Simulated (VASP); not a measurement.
# BN (R3m) in VASP: a series of runs

BN is run at these levels: r2SCAN+D4; tasks: single point.

All numbers are computed with VASP 6.6.1; they aren't measurements. Logs are shortened: lines on timing, memory, paths and dates and some standing lists are left out, and cuts for length are marked.

## 1. The cell of the first run

It takes space group R3m (No. 160, trigonal). The conventional cell has a = 2.502 Å, b = 2.502 Å, c = 10.119 Å, α = 90.00°, β = 90.00°, γ = 120.00°. B (site symmetry 3m) has 3 N at 1.44 Å within 1.9 Å. Within 1.9 Å of N (site symmetry 3m) lie 3 B at 1.44 Å.

## 2. Single point, r2SCAN+D4

POSCAR reads:

```
BN
1.0
    1.2511220000      0.7223350000      3.3729340000
   -1.2511220000      0.7223350000      3.3729340000
    0.0000000000     -1.4446710000      3.3729340000
B N
1 1
Direct
    0.9996710000      0.9996710000      0.9996710000
    0.3327620000      0.3327620000      0.3327620000
```

INCAR.step1 reads:

```
SYSTEM = BN
PREC = Accurate ; ENCUT = 520
ISMEAR = 0 ; SIGMA = 0.01
LREAL = .False. ; LASPH = .True.
NELM = 80 ; NBANDS = 11
GGA = PE ; ALGO = Normal
EDIFF = 1E-4 ; LWAVE = .True.
LCHARG = .False.
```

INCAR.step2 reads:

```
SYSTEM = BN
PREC = Accurate ; ENCUT = 520
EDIFF = 1E-6 ; ISMEAR = 0
SIGMA = 0.01 ; LREAL = .False.
LASPH = .True. ; NELM = 80
ALGO = Normal ; ISIF = 2
LWAVE = .False. ; LCHARG = .True.
METAGGA = R2SCAN ; LMIXTAU = .True.
IVDW = 13 ; VDW_S6 = 1.0
VDW_S8 = 0.6018749 ; VDW_A1 = 0.51559235
VDW_A2 = 5.77342911 ; LELF = .True.
LVHAR = .True. ; NBANDS = 11
ISTART = 1
```

KPOINTS reads:

```
regular mesh
0
Gamma
  10 10 10
  0 0 0
```

Potentials or basis: VASP PAW PBE potentials, release 64 (B, N).

Run with:

```
cat potpaw_PBE.64/B/POTCAR potpaw_PBE.64/N/POTCAR > POTCAR
cp INCAR.step1 INCAR
mpirun -np 1 vasp_std > vasp.out
cp INCAR.step2 INCAR
mpirun -np 1 vasp_std > vasp.out
```

OUTCAR:

```text
SYSTEM = BN
   PREC = Accurate
   ENCUT = 520
   EDIFF = 1E-6
   ISMEAR = 0
   LREAL = .False.
   LASPH = .True.
   NELM = 80
   ISIF = 2
   METAGGA = R2SCAN
   IVDW = 13
   ISTART = 1

 ion  position               nearest neighbor table
   1  1.000  1.000  1.000-   2 1.44   2 1.44   2 1.44
   2  0.333  0.333  0.333-   1 1.44   1 1.44   1 1.44

  LATTYP: Found a trigonal (rhomboedric) cell.
 ALAT       =     3.6692993717
 COS(alpha) =     0.7674785490

  Lattice vectors:

 A1 = (   1.2511220000,   0.7223350000,   3.3729340000)
 A2 = (  -1.2511220000,   0.7223350000,   3.3729340000)
 A3 = (   0.0000000000,  -1.4446710000,   3.3729340000)

Analysis of symmetry for initial positions (statically):
=====================================================================
 Subroutine PRICEL returns:
 Original cell was already a primitive cell.

 Routine SETGRP: Setting up the symmetry group for a
 trigonal (rhombohedral) supercell.

 Subroutine GETGRP returns: Found  6 space group operations
 (whereof  6 operations were pure point group operations)
 out of a pool of 12 trial point group operations.

The static configuration has the point symmetry C_3v.

Analysis of symmetry for dynamics (positions and initial velocities):
=====================================================================
 Subroutine PRICEL returns:
 Original cell was already a primitive cell.

 Routine SETGRP: Setting up the symmetry group for a
 trigonal (rhombohedral) supercell.

 Subroutine GETGRP returns: Found  6 space group operations
 (whereof  6 operations were pure point group operations)
 out of a pool of 12 trial point group operations.

The dynamic configuration has the point symmetry C_3v.

 Subroutine INISYM returns: Found  6 space group operations
 (whereof  6 operations are pure point group operations),
 and found     1 'primitive' translations

----------------------------------------------------------------------------------------

                                     Primitive cell

  volume of cell :      18.2893

  direct lattice vectors                    reciprocal lattice vectors
     1.251122000  0.722335000  3.372934000     0.399641282  0.230733094  0.098825951
    -1.251122000  0.722335000  3.372934000    -0.399641282  0.230733094  0.098825951
     0.000000000 -1.444671000  3.372934000     0.000000000 -0.461466189  0.098825883

  length of vectors
     3.669299372  3.669299372  3.669299397     0.471929533  0.471929533  0.471929654

  position of ions in fractional coordinates (direct lattice)
     0.999671000  0.999671000  0.999671000
     0.332762000  0.332762000  0.332762000

  ion indices of the primitive-cell ions
   primitive index   ion index
[... 86 lines left out ...]
   NUPDOWN=      -1.0000    fix difference up-down
   EMIN   =  10.00;   EMAX   =-10.00  energy-range for DOS
   EFERMI =   0.00;   METHOD = LEGACY
   ISMEAR =     0;   SIGMA  =   0.01  broadening in eV -4-tet -1-fermi 0-gaus
   EFERMI_NEDOS =   21; number of points for ismear=-14 and -15
   IALGO  =     38    algorithm
   IMIX   =      4    mixing-type and parameters
     AMIX     =   0.40;   BMIX     =  1.00
     AMIX_MAG =   1.60;   BMIX_MAG =  1.00
  volume/ion in A,a.u.               =       9.14        61.71
  Fermi-wavevector in a.u.,A,eV,Ry     =   1.242717  2.348395 21.012102  1.544346
  Thomas-Fermi vector in A             =   2.377059
   LORBIT       =      0    0 simple, 1 ext, 2 COOP (PROOUT), +10 PAW based schemes
   METAGGA = R2SCAN    functional components
   LHFCALC =     F    Hartree Fock is set to
   AEXX    =    0.0000 exact exchange contribution
   IVDW    =    13    specifies the selected vdW correction
   LEPSILON=     F    determine dielectric tensor
   LRPA    =     F    only Hartree local field effects (RPA)
 non-spin polarized calculation
 Gauss-broadening in eV      SIGMA  =   0.01
  energy-cutoff  :      520.00
  volume of cell :       18.29
 maximum number of plane-waves:       517
   NGX = 13   NGY = 13   NGZ = 13

 number of electron       7.9999999 magnetization

 Free energy of the ion-electron system (eV)
  ---------------------------------------------------
  ext. energy  EPLUGINS =         0.00000000
  ---------------------------------------------------
  free energy    TOTEN  =       -19.29797375 eV

  energy without entropy =      -19.29797375  energy(sigma->0) =      -19.29797375

 E-fermi :   1.9689     XC(G=0): -10.6386

 val. band max:        1.9106226269   @ k =  -0.3000   0.3000   0.0000
 cond. band min:       6.7100340399   @ k =   0.5000   0.5000  -0.0000
 fundamental gap:      4.7994114130
 Fermi energy:         1.9689416017

 k-point     1 :       0.0000    0.0000    0.0000
  band No.  band energies     occupation
      1     -16.8991      2.00000
      2      -2.4077      2.00000
      3       0.5643      2.00000
      4       0.5643      2.00000
      5       7.4116      0.00000
      6      14.3096      0.00000
      7      14.3096      0.00000
      8      16.3047      0.00000
      9      17.5417      0.00000
     10      29.3458      0.00000
     11      31.2541      0.00000
[... 309 lines left out ...]
 k-point    24 :       0.4000    0.3000   -0.0000
  band No.  band energies     occupation
      1     -14.4678      2.00000
      2      -5.5117      2.00000
      3      -2.4726      2.00000
      4      -0.2842      2.00000
      5       8.9021      0.00000
      6      12.9593      0.00000
      7      15.0494      0.00000
      8      20.2622      0.00000
      9      21.0627      0.00000
     10      23.8818      0.00000
     11      27.6524      0.00000

 [... further k-points ...]

------------------------ aborting loop because EDIFF is reached ----------------------------------------

  DFT-D4 for vdW energy calculation

  Edisp (eV):   -0.13578

  FORCE on cell =-STRESS in cart. coord.  units (eV):
  Direction    XX          YY          ZZ          XY          YZ          ZX
  --------------------------------------------------------------------------------------
  -------------------------------------------------------------------------------------
  Total      -0.10097    -0.10097    -0.11141     0.00000     0.00000     0.00000
  in kB      -8.84534    -8.84533    -9.75939     0.00000     0.00000     0.00000
  external pressure =       -9.15 kB  Pullay stress =        0.00 kB

 VOLUME and BASIS-vectors are now :
 -----------------------------------------------------------------------------
  energy-cutoff  :      520.00
  volume of cell :       18.29
      direct lattice vectors                 reciprocal lattice vectors
     1.251122000  0.722335000  3.372934000     0.399641282  0.230733094  0.098825951
    -1.251122000  0.722335000  3.372934000    -0.399641282  0.230733094  0.098825951
     0.000000000 -1.444671000  3.372934000     0.000000000 -0.461466189  0.098825883

 POSITION                                       TOTAL-FORCE (eV/Angst)
 -----------------------------------------------------------------------------------
      0.00000     -0.00000     10.11547         0.000000      0.000000     -0.007955
      0.00000     -0.00000      3.36715         0.000000     -0.000000      0.007955
 -----------------------------------------------------------------------------------
    total drift:                                0.000000      0.000022      0.000173

  FREE ENERGIE OF THE ION-ELECTRON SYSTEM (eV)
  ---------------------------------------------------
  free  energy   TOTEN  =       -19.4337534918 eV

  energy  without entropy=      -19.4337534918  energy(sigma->0) =      -19.43375349
```

OUTCAR.step1:

```text
SYSTEM = BN
   PREC = Accurate
   ENCUT = 520
   ISMEAR = 0
   LREAL = .False.
   LASPH = .True.
[... 558 lines left out ...]
      0.00000     -0.00000     10.11547         0.000000      0.000000     -0.002985
      0.00000     -0.00000      3.36715         0.000000     -0.000000      0.002985
 -----------------------------------------------------------------------------------
    total drift:                                0.000000      0.000022     -0.000069

  FREE ENERGIE OF THE ION-ELECTRON SYSTEM (eV)
  ---------------------------------------------------
  free  energy   TOTEN  =       -17.5809748665 eV

  energy  without entropy=      -17.5809748665  energy(sigma->0) =      -17.58097487
```

Wall time 1.7 min (1 thread of AMD EPYC 9R45 (Zen 5), shared host); peak memory 0.14 GiB.

Results:

- Free energy: -19.4338 eV
- Pressure: -0.9 GPa
- Largest force: 0.008 eV/Å
- Band gap on the k mesh: 4.80 eV, indirect (least direct gap 5.60 eV)
- Dispersion energy per atom: -0.068 eV

Forces on the atoms (eV/Å):
```
B    0.000  0.000 -0.008
N    0.000  0.000  0.008
```

Stress tensor (GPa, compression positive):
```
-0.88  0.00  0.00
 0.00 -0.88  0.00
 0.00  0.00 -0.98
```

Caveat: the PAW data sets were made with another functional, which shifts forces and pressure a little.

## 3. Single point, r2SCAN+D4

This run uses another cell than the first one, of 9.39 Å³/atom, 1.027 times its volume.

POSCAR reads:

```
BN
1.0
    1.2621456693      0.7286995130      3.4026530115
   -1.2621456693      0.7286995130      3.4026530115
    0.0000000000     -1.4574000347      3.4026530115
B N
1 1
Direct
    0.9996710000      0.9996710000      0.9996710000
    0.3327620000      0.3327620000      0.3327620000
```

INCAR.step1 reads:

```
PREC = Accurate
ENCUT = 520
ISMEAR = 0
SIGMA = 0.01
LREAL = False
LASPH = True
NELM = 60
NBANDS = 11
GGA = PE
ALGO = Normal
EDIFF = 1E-4
LWAVE = True
LCHARG = False
```

INCAR.step2 reads:

```
PREC = Accurate
ENCUT = 520
EDIFF = 1E-6
ISMEAR = 0
SIGMA = 0.01
LREAL = False
LASPH = True
NELM = 60
ALGO = Normal
ISIF = 2
LWAVE = False
LCHARG = False
METAGGA = R2SCAN
LMIXTAU = True
IVDW = 13
VDW_S6 = 1.0
VDW_S8 = 0.6018749
VDW_A1 = 0.51559235
VDW_A2 = 5.77342911
NBANDS = 11
ISTART = 1
```

KPOINTS reads:

```
regular mesh
0
Gamma
  10 10 10
```

Potentials or basis: VASP PAW PBE potentials, release 64 (B, N).

Run with:

```
cat potpaw_PBE.64/B/POTCAR potpaw_PBE.64/N/POTCAR > POTCAR
cp INCAR.step1 INCAR
mpirun -np 1 vasp_std > vasp.out
cp INCAR.step2 INCAR
mpirun -np 1 vasp_std > vasp.out
```

Run time: 97 s. Hardware: 1 thread of AMD EPYC 9R45 (Zen 5), shared host; peak memory 0.13 GiB.

It converged, with:

```
Free energy                : -19.4221 eV
Pressure                   : -7.0 GPa
Largest force              : 0.010 eV/Å
Band gap on the k mesh     : 4.77 eV, indirect (least direct gap 5.53 eV)
Dispersion energy per atom : -0.066 eV
```

Forces in eV/Å, atoms in the order of the input:
```
B    0.000  0.000 -0.010
N    0.000  0.000  0.010
```

Stress tensor (GPa, compression positive):
```
-10.00   0.00   0.00
  0.00 -10.00   0.00
  0.00   0.00  -1.13
```

Levels at points of the mesh, in eV from the valence-band top:
```csv
k point,band 1,band 2,band 3,band 4,band 5,band 6,band 7,band 8,band 9
"(0.00, 0.00, 0.00)",-18.64,-4.22,-1.37,-1.37,5.45,12.18,12.18,14.05,15.12
"(0.50, 0.00, 0.00)",-15.45,-9.21,-4.21,-0.61,5.85,10.32,13.55,15.56,20.71
"(0.50, 0.50, 0.00)",-15.38,-9.09,-4.26,-1.18,4.77,10.31,14.84,18.27,21.07
"(0.50, 0.50, 0.50)",-18.40,-6.16,-1.39,-1.39,10.63,12.11,12.11,12.54,17.39
```

Caveat: the PAW data sets were made with another functional, which shifts forces and pressure a little. r2SCAN opens gaps a little over a GGA but as a rule still falls short of measured ones.
